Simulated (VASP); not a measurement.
# CuP (P-6m2) in VASP: a series of runs

The runs below take CuP through single point, relaxation of cell and atoms, with PBE.

Everything below comes from runs of VASP 6.6.1. Logs are shortened: lines on timing, memory, paths and dates and some standing lists are left out, and cuts for length are marked.

## (1) The cell of the first run

Symmetry: P-6m2, No. 187, hexagonal system. Conventional cell: a = 3.178 Å, b = 3.178 Å, c = 3.099 Å, α = 90.00°, β = 90.00°, γ = 120.00°. Cu (site symmetry -6m2) has 6 P at 2.40 Å and 8 Cu at 3.10 to 3.18 Å within 3.2 Å. Within 3.2 Å of P (site symmetry -6m2) lie 6 Cu at 2.40 Å and 8 P at 3.10 to 3.18 Å.

## (2) Single point, PBE

INCAR reads:

```
PREC = Accurate ; ENCUT = 520
EDIFF = 1E-7 ; ISMEAR = 0
SIGMA = 0.1 ; LREAL = False
LASPH = True ; NELM = 80
ALGO = Normal ; ISIF = 2
LWAVE = False ; LCHARG = False
GGA = PE ; NBANDS = 15
```

KPOINTS reads:

```
regular mesh
0
Gamma
  6 6 6
```

POSCAR reads:

```
CuP
1.0
    3.1778073947      0.0000000000      0.0000000000
   -1.5889036973      2.7520619321      0.0000000000
    0.0000000000      0.0000000000      3.0994699771
Cu P
1 1
Direct
    0.0000000000      0.0000000000      0.0000000000
    0.6666666667      0.3333333333      0.5000000000
```

Potentials or basis: VASP PAW PBE potentials, release 64 (Cu, P).

Launch:

```sh
$ cat potpaw_PBE.64/Cu/POTCAR potpaw_PBE.64/P/POTCAR > POTCAR
$ mpirun -np 1 vasp_std > vasp.out
```

OUTCAR:

```text
PREC = Accurate
   ENCUT = 520
   EDIFF = 1E-7
   ISMEAR = 0
   LREAL = False
   LASPH = True
   NELM = 80
   ISIF = 2
   GGA = PE

 ion  position               nearest neighbor table
   1  0.000  0.000  0.000-   2 2.40   2 2.40   2 2.40   2 2.40   2 2.40   2 2.40
   2  0.667  0.333  0.500-   1 2.40   1 2.40   1 2.40   1 2.40   1 2.40   1 2.40

  LATTYP: Found a hexagonal cell.
 ALAT       =     3.1778073947
 C/A-ratio  =     0.9753485948

  Lattice vectors:

 A1 = (   3.1778073947,   0.0000000000,   0.0000000000)
 A2 = (  -1.5889036973,   2.7520619321,   0.0000000000)
 A3 = (   0.0000000000,   0.0000000000,   3.0994699771)

Analysis of symmetry for initial positions (statically):
=====================================================================
 Subroutine PRICEL returns:
 Original cell was already a primitive cell.

 Routine SETGRP: Setting up the symmetry group for a
 hexagonal supercell.

 Subroutine GETGRP returns: Found 12 space group operations
 (whereof 12 operations were pure point group operations)
 out of a pool of 24 trial point group operations.

The static configuration has the point symmetry D_3h.

Analysis of symmetry for dynamics (positions and initial velocities):
=====================================================================
 Subroutine PRICEL returns:
 Original cell was already a primitive cell.

 Routine SETGRP: Setting up the symmetry group for a
 hexagonal supercell.

 Subroutine GETGRP returns: Found 12 space group operations
 (whereof 12 operations were pure point group operations)
 out of a pool of 24 trial point group operations.

The dynamic configuration has the point symmetry D_3h.

 Subroutine INISYM returns: Found 12 space group operations
 (whereof 12 operations are pure point group operations),
 and found     1 'primitive' translations

----------------------------------------------------------------------------------------

                                     Primitive cell

  volume of cell :      27.1065

  direct lattice vectors                    reciprocal lattice vectors
     3.177807395  0.000000000  0.000000000     0.314682382  0.181681958  0.000000000
    -1.588903697  2.752061932  0.000000000     0.000000000  0.363363916  0.000000000
     0.000000000  0.000000000  3.099469977     0.000000000  0.000000000  0.322635808

  length of vectors
     3.177807395  3.177807395  3.099469977     0.363363916  0.363363916  0.322635808

  position of ions in fractional coordinates (direct lattice)
     0.000000000  0.000000000  0.000000000
     0.666666667  0.333333333  0.500000000

  ion indices of the primitive-cell ions
   primitive index   ion index
                 1           1
                 2           2

----------------------------------------------------------------------------------------

 KPOINTS: regular mesh

Automatic generation of k-mesh.
 Grid dimensions read from file:
 generate k-points for:    6    6    6

 Generating k-lattice:

  Cartesian coordinates                     Fractional coordinates (reciprocal lattice)
     0.052447064  0.030280326  0.000000000     0.166666667  0.000000000  0.000000000
     0.000000000  0.060560653  0.000000000     0.000000000  0.166666667  0.000000000
     0.000000000  0.000000000  0.053772635     0.000000000  0.000000000  0.166666667

  Length of vectors
     0.060560653  0.060560653  0.053772635

  Shift w.r.t. Gamma in fractional coordinates (k-lattice)
     0.000000000  0.000000000  0.000000000

 Subroutine IBZKPT returns following result:
 ===========================================

 Found     28 irreducible k-points:

 Following reciprocal coordinates:
            Coordinates               Weight
  0.000000  0.000000  0.000000      1.000000
  0.166667 -0.000000  0.000000      6.000000
  0.333333  0.000000  0.000000      6.000000
  0.500000  0.000000  0.000000      3.000000
  0.166667  0.166667  0.000000      6.000000
  0.333333  0.166667  0.000000     12.000000
[... 16 lines left out ...]
  0.166667 -0.000000  0.500000      6.000000
  0.333333  0.000000  0.500000      6.000000
 [... further k-points ...]
   k-points           NKPTS =     28   k-points in BZ     NKDIM =     28   number of bands    NBANDS=     15
   number of dos      NEDOS =    301   number of ions     NIONS =      2
   total plane-waves  NPLWV =  13824
   dimension x,y,z NGX =    24 NGY =   24 NGZ =   24
   dimension x,y,z NGXF=    48 NGYF=   48 NGZF=   48
   ions per type =               1   1
   NGX,Y,Z   is equivalent  to a cutoff of  12.56, 12.56, 12.87 a.u.
   NGXF,Y,Z  is equivalent  to a cutoff of  25.11, 25.11, 25.75 a.u.
 SYSTEM =  unknown system
   PREC   = accura    normal or accurate (medium, high low for compatibility)
   ISTART =      0    job   : 0-new  1-cont  2-samecut
   ICHARG =      2    charge: 1-file 2-atom 10-const
   ISPIN  =      1    spin polarized calculation?
   LNONCOLLINEAR =      F non collinear calculations
   LSORBIT =      F    spin-orbit coupling
   LASPH  =      T    aspherical Exc in radial PAW
   ENCUT  =  520.0 eV  38.22 Ry    6.18 a.u.   5.91  5.91  5.76*2*pi/ulx,y,z
   NELM   =     80;   NELMIN=  2; NELMDL= -5     # of ELM steps
   EDIFF  = 0.1E-06   stopping-criterion for ELM
   LREAL  =      F    real-space projection
   EDIFFG = 0.1E-05   stopping-criterion for IOM
   NSW    =      0    number of steps for IOM
   IBRION =     -1    ionic relax: 0-MD 1-quasi-New 2-CG
   NFREE  =      0    steps in history (QN), initial steepest desc. (CG)
   ISIF   =      2    stress and relaxation
   ISYM   =      2    0-nonsym 1-usesym 2-fastsym
   POTIM  = 0.5000    time-step for ionic-motion
   TEBEG  =    0.0;   TEEND  =   0.0 temperature during run
   PSTRESS=    0.0 pullay stress
   NELECT =      16.0000    total number of electrons
   NUPDOWN=      -1.0000    fix difference up-down
   EMIN   =  10.00;   EMAX   =-10.00  energy-range for DOS
   EFERMI =   0.00;   METHOD = LEGACY
   ISMEAR =     0;   SIGMA  =   0.10  broadening in eV -4-tet -1-fermi 0-gaus
   EFERMI_NEDOS =   21; number of points for ismear=-14 and -15
   IALGO  =     38    algorithm
   IMIX   =      4    mixing-type and parameters
     AMIX     =   0.40;   BMIX     =  1.00
     AMIX_MAG =   1.60;   BMIX_MAG =  1.00
  volume/ion in A,a.u.               =      13.55        91.46
  Fermi-wavevector in a.u.,A,eV,Ry     =   1.373274  2.595111 25.658962  1.885881
  Thomas-Fermi vector in A             =   2.498805
   LORBIT       =      0    0 simple, 1 ext, 2 COOP (PROOUT), +10 PAW based schemes
   GGA     = PE    functional components
   LHFCALC =     F    Hartree Fock is set to
   AEXX    =    0.0000 exact exchange contribution
   IVDW    =     0    specifies the selected vdW correction
   LEPSILON=     F    determine dielectric tensor
   LRPA    =     F    only Hartree local field effects (RPA)
 non-spin polarized calculation
 Gauss-broadening in eV      SIGMA  =   0.10
  energy-cutoff  :      520.00
  volume of cell :       27.11
 maximum number of plane-waves:       744
 NGX is ok and might be reduce to    24
   NGX = 11   NGY = 11   NGZ = 11

 number of electron      16.0000000 magnetization

 Free energy of the ion-electron system (eV)
  ---------------------------------------------------
  ext. energy  EPLUGINS =         0.00000000
  ---------------------------------------------------
  free energy    TOTEN  =        -8.38601580 eV

  energy without entropy =       -8.38272117  energy(sigma->0) =       -8.38436848

 E-fermi :   8.4500     XC(G=0): -11.7808

 val. band max:        8.4404102434   @ k =   0.3333   0.3333   0.5000
 cond. band min:       8.6399097669   @ k =   0.1667  -0.0000   0.0000
 fundamental gap:      0.1994995235
 Fermi energy:         8.4499613054

 k-point     1 :       0.0000    0.0000    0.0000
  band No.  band energies     occupation
      1      -5.5853      2.00000
      2       4.0986      2.00000
      3       4.3964      2.00000
      4       4.3964      2.00000
      5       5.0791      2.00000
      6       5.0791      2.00000
      7       7.9116      2.00000
      8      10.6524      0.00000
      9      10.6524      0.00000
     10      13.5633      0.00000
     11      15.2662      0.00000
     12      16.1519      0.00000
     13      16.1519      0.00000
     14      22.0353      0.00000
     15      24.3025      0.00000

 k-point     2 :       0.1667   -0.0000    0.0000
  band No.  band energies     occupation
      1      -5.1173      2.00000
      2       3.8493      2.00000
      3       4.3538      2.00000
      4       4.5519      2.00000
      5       4.7790      2.00000
      6       5.0495      2.00000
      7       8.3512      1.83731
      8       8.6399      0.00723
      9       9.6705      0.00000
     10      13.8704      0.00000
     11      14.8647      0.00000
     12      17.8018      0.00000
     13      17.9130      0.00000
     14      21.3138      0.00000
     15      24.0766      0.00000

 k-point     3 :       0.3333    0.0000    0.0000
  band No.  band energies     occupation
      1      -3.8377      2.00000
      2       2.4491      2.00000
      3       4.3529      2.00000
      4       4.3760      2.00000
      5       4.9485      2.00000
      6       4.9907      2.00000
      7       6.1500      2.00000
      8       8.2560      1.99392
      9      10.1495      0.00000
     10      13.5016      0.00000
     11      14.9272      0.00000
     12      18.2250      0.00000
     13      19.9566      0.00000
     14      21.5242      0.00000
     15      23.6975      0.00000
[... 343 lines left out ...]
 k-point    23 :       0.1667   -0.0000    0.5000
  band No.  band energies     occupation
      1      -2.9416      2.00000
      2       0.6916      2.00000
      3       4.3603      2.00000
      4       4.3702      2.00000
      5       4.6761      2.00000
      6       4.8841      2.00000
      7       5.5298      2.00000
      8       9.6411      0.00000
      9      11.2615      0.00000
     10      14.7634      0.00000
     11      16.7658      0.00000
     12      17.4254      0.00000
     13      19.8014      0.00000
     14      20.1745      0.00000
     15      20.4846      0.00000

 k-point    24 :       0.3333    0.0000    0.5000
  band No.  band energies     occupation
      1      -1.9501      2.00000
      2       1.8104      2.00000
      3       3.6849      2.00000
      4       4.0957      2.00000
      5       4.7632      2.00000
      6       5.1803      2.00000
      7       5.5712      2.00000
      8       7.4660      2.00000
      9      10.6810      0.00000
     10      10.9641      0.00000
     11      14.8530      0.00000
     12      15.5809      0.00000
     13      19.1658      0.00000
     14      23.6007      0.00000
     15      24.0654      0.00000

 [... further k-points ...]

------------------------ aborting loop because EDIFF is reached ----------------------------------------

  FORCE on cell =-STRESS in cart. coord.  units (eV):
  Direction    XX          YY          ZZ          XY          YZ          ZX
  --------------------------------------------------------------------------------------
  -------------------------------------------------------------------------------------
  Total        1.8566819      1.8566819      1.1317919      0.0000000      0.0000000      0.0000000
  in kB      109.7425094    109.7425094     66.8965850      0.0000000      0.0000000      0.0000000
  external PRESSURE =      95.4605346 kB  Pullay stress =       0.0000000 kB

 VOLUME and BASIS-vectors are now :
 -----------------------------------------------------------------------------
  energy-cutoff  :      520.00
  volume of cell :       27.11
      direct lattice vectors                 reciprocal lattice vectors
     3.177807395  0.000000000  0.000000000     0.314682382  0.181681958  0.000000000
    -1.588903697  2.752061932  0.000000000     0.000000000  0.363363916  0.000000000
     0.000000000  0.000000000  3.099469977     0.000000000  0.000000000  0.322635808

 POSITION                                       TOTAL-FORCE (eV/Angst)
 -----------------------------------------------------------------------------------
      0.00000      0.00000      0.00000         0.000000     -0.000000      0.000000
      1.58890      0.91735      1.54973         0.000000      0.000000      0.000000
 -----------------------------------------------------------------------------------
    total drift:                                0.000000     -0.000000     -0.000000

  FREE ENERGIE OF THE ION-ELECTRON SYSTEM (eV)
  ---------------------------------------------------
  free  energy   TOTEN  =        -8.3860157981 eV

  energy  without entropy=       -8.3827211719  energy(sigma->0) =       -8.38436848
```

It took 4.7 s on 1 thread of Intel Xeon 6975P-C (Granite Rapids), shared host; peak memory 0.13 GiB.

What came out:

| Quantity | Value |
| --- | --- |
| Free energy | -8.3860 eV |
| Pressure | 9.5 GPa |
| Band gap on the k mesh | zero (band 8 reaches 11.46 eV, above the bottom of band 9 at 7.75 eV) |

Stress tensor (GPa, compression positive):
```
10.97  0.00  0.00
 0.00 10.97  0.00
 0.00  0.00  6.69
```

Caveat: the k points lie up to 0.38 Å⁻¹ apart.

## (3) Single point, PBE

This run uses another cell than the first one, of 14.96 Å³/atom, 1.104 times its volume.

INCAR reads:

```
SYSTEM = CuP
PREC = Accurate ; ENCUT = 520
EDIFF = 1E-6 ; ISMEAR = 0
SIGMA = 0.1 ; LREAL = .FALSE.
LASPH = .TRUE. ; NELM = 60
ALGO = Normal ; ISIF = 2
LWAVE = .FALSE. ; LCHARG = .FALSE.
GGA = PE ; NBANDS = 15
```

KPOINTS reads:

```
regular mesh
0
G
  6 6 6
  0 0 0
```

POSCAR reads:

```
CuP
1.0
    3.7033304869      0.0000000000      0.0000000000
   -1.8516652434      3.2071782803      0.0000000000
    0.0000000000      0.0000000000      2.5196085485
Cu P
1 1
Direct
    0.0000000000      0.0000000000      0.0000000000
    0.6666666667      0.3333333333      0.5000000000
```

Potentials or basis: VASP PAW PBE potentials, release 64 (Cu, P).

Launch:

```sh
$ cat potpaw_PBE.64/Cu/POTCAR potpaw_PBE.64/P/POTCAR > POTCAR
$ mpirun -np 1 vasp_std > vasp.out
```

Run time: 5.9 s. Hardware: 1 thread of Intel Xeon 6975P-C (Granite Rapids), shared host; peak memory 0.14 GiB.

It converged, with:

```
Free energy            : -9.0043 eV
Pressure               : 0.0 GPa
Band gap on the k mesh : zero (band 8 reaches 9.33 eV, above the bottom of band 9 at 6.32 eV)
```

Stress tensor (GPa, compression positive):
```
 0.04  0.00  0.00
 0.00  0.04  0.00
 0.00  0.00 -0.15
```

Levels at points of the mesh, in eV from the Fermi level:
```
           k point  band 4  band 5  band 6  band 7  band 8  band 9  band 10  band 11  band 12  band 13
(0.00, 0.00, 0.00)   -4.20   -2.56   -2.56    0.04    0.04    2.02     5.00     5.00     6.03    10.02
(0.50, 0.00, 0.00)   -3.79   -2.99   -2.68   -2.58   -2.20    2.62     6.99    10.48    11.14    11.60
(0.00, 0.00, 0.50)   -4.01   -3.19   -3.19   -1.58    2.25    2.25     6.61     7.60     7.60     7.61
(0.50, 0.00, 0.50)   -3.79   -2.87   -2.58   -2.42   -1.22    1.65     2.38     5.11     6.09     9.15
```

Caveat: the k points lie up to 0.42 Å⁻¹ apart.

## (4) Relaxation of cell and atoms, PBE

INCAR reads:

```
SYSTEM = CuP
PREC = Accurate
ENCUT = 600
EDIFF = 1E-6
ISMEAR = 0
SIGMA = 0.1
LREAL = .FALSE.
LASPH = .TRUE.
NELM = 100
ALGO = Normal
ISIF = 3
LWAVE = .FALSE.
LCHARG = .FALSE.
GGA = PE
IBRION = 2
NSW = 90
EDIFFG = -0.04
```

KPOINTS is that of step 3.

POSCAR reads:

```
CuP
1.0
    3.1778073947      0.0000000000      0.0000000000
   -1.5889036973      2.7520619321      0.0000000000
    0.0000000000      0.0000000000      3.0994699771
Cu P
1 1
Direct
    0.0000000000      0.0000000000      0.0000000000
    0.6666666667      0.3333333333      0.5000000000
```

Launch:

```sh
$ cat potpaw_PBE.64/Cu/POTCAR potpaw_PBE.64/P/POTCAR > POTCAR
$ mpirun -np 1 vasp_std > vasp.out
```

It took 60 s on 1 thread of Intel Xeon 6975P-C (Granite Rapids), shared host; peak memory 0.16 GiB.

It converged, with:

```
Free energy                            : -9.0015 eV
Relaxed volume                         : 14.96 Å³/atom
Relaxed cell                           : a = 3.703 Å, b = 3.703 Å, c = 2.520 Å, α = 90.00°, β = 90.00°, γ = 120.00°
Space group after relaxing (to 0.05 Å) : P-6m2 (No. 187)
Energy gained by relaxing              : 307.6 meV/atom
Ionic steps                            : 16
Pressure after relaxing                : 0.1 GPa
Band gap on the k mesh                 : zero (band 8 reaches 9.34 eV, above the bottom of band 9 at 6.32 eV)
```

Step by step:
```csv
step,energy change (eV),largest force (eV/Å),pressure (GPa),volume (Å³)
1,0.0000,0.0000,9.54,27.11
2,-0.0557,0.0000,-3.63,30.39
3,-0.0656,0.0000,-0.68,29.39
4,-0.0858,0.0000,-0.41,29.51
5,-0.2197,0.0000,-1.40,29.77
6,-0.5655,0.0000,-0.91,29.86
7,1.5986,0.0000,34.00,28.09
8,-0.6057,0.0000,-0.26,29.80
9,-0.6147,0.0000,0.75,29.74
10,-0.6147,0.0000,0.64,29.75
11,-0.6116,0.0000,-1.85,30.52
12,-0.6152,0.0000,-0.26,29.95
13,-0.6152,0.0000,-0.05,29.93
14,-0.6152,0.0000,-0.14,29.95
15,-0.6148,0.0000,0.33,29.88
16,-0.6153,0.0000,0.07,29.92
```

Final structure:
```yaml
crystal:
  lattice:
    - [3.70307, 0.00000, 0.00000]
    - [-1.85153, 3.20695, 0.00000]
    - [0.00000, 0.00000, 2.51974]
  atoms:
    - { symbol: Cu, position: [0.00000, 0.00000, 0.00000] }
    - { symbol: P, position: [0.66667, 0.33333, 0.50000] }
```

Levels at points of the mesh, in eV from the Fermi level:
```csv
k point,band 4,band 5,band 6,band 7,band 8,band 9,band 10,band 11,band 12
"(0.00, 0.00, 0.00)",-4.20,-2.56,-2.56,0.04,0.04,2.03,5.00,5.00,6.03
"(0.50, 0.00, 0.00)",-3.79,-2.99,-2.68,-2.58,-2.20,2.62,6.99,10.48,11.14
"(0.00, 0.00, 0.50)",-4.01,-3.19,-3.19,-1.58,2.25,2.25,6.61,7.60,7.60
"(0.50, 0.00, 0.50)",-3.79,-2.87,-2.58,-2.42,-1.22,1.65,2.38,5.11,6.09
```

Caveat: the k points lie up to 0.42 Å⁻¹ apart in the final cell.

## (5) Summary

| task | cell | cutoff (eV) | gap on the mesh (eV) | pressure (GPa) |
| --- | --- | --- | --- | --- |
| single point | a = 3.178, b = 3.178, c = 3.099 Å, angles 90.0, 90.0, 120.0°, 2 atoms | 520 | none | 9.5 |
| single point | a = 3.703, b = 3.703, c = 2.520 Å, angles 90.0, 90.0, 120.0°, 2 atoms | 520 | none | 0.0 |
| relaxation of cell and atoms | relaxed from a = 3.178, b = 3.178, c = 3.099 Å, angles 90.0, 90.0, 120.0°, 2 atoms | 600 | none | 0.1 |

Alike in all rows: level PBE; potentials or basis VASP PAW PBE potentials, release 64 (Cu, P); no spin polarisation; k mesh 6 × 6 × 6; smearing gaussian 0.1 eV.

Caveats: all runs use coarse meshes.

Total energies depend on the potentials used, so only differences within one code and one set of settings carry meaning.
